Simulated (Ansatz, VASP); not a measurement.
**Two plane-wave programs on Al2Cu**

```
Al Cu
1.0
    -2.97899    2.97899    2.37349
     2.97899   -2.97899    2.37349
     2.97899    2.97899   -2.37349
Al Cu
4 2
Direct
  0.65878 0.15878 0.81756
  0.15878 0.34122 0.50000
  0.34122 0.84122 0.18244
  0.84122 0.65878 0.50000
  0.25000 0.25000 0.00000
  0.75000 0.75000 0.00000
```

Alike in both runs: functional LDA; k mesh 8 × 8 × 8; occupations fermi-dirac, width 0.1 eV; no spin polarisation.

Ansatz relaxed the structure, and its values are those at the end. VASP's run is a single point on that final structure, the one shown.

|  | VASP | Ansatz |
| --- | --- | --- |
| version | VASP 6.6.1 | Ansatz 0.2.0 |
| potentials or method | VASP PAW LDA potentials, release 64 (Al, Cu), cutoff 520 eV | PAW plane waves |
| valence electrons in the cell | 34 | 50 |

|  | VASP | Ansatz | Ansatz less VASP |
| --- | --- | --- | --- |
| gap on the k mesh at the Fermi level (eV) | none | none | - |
| pressure (GPa) | 0.3 | 0.0 | -0.29 |

Ansatz warns that its potentials were made for another functional, while VASP's fit it. LDA's correlation is that of Perdew and Zunger in VASP and of Perdew and Wang (1992) in Ansatz. A gap of «none» marks a metal or a gap that the smearing closes. VASP's potentials hold 34 valence electrons a cell and Ansatz's 50, so a difference there can come from the potentials and not from the codes.
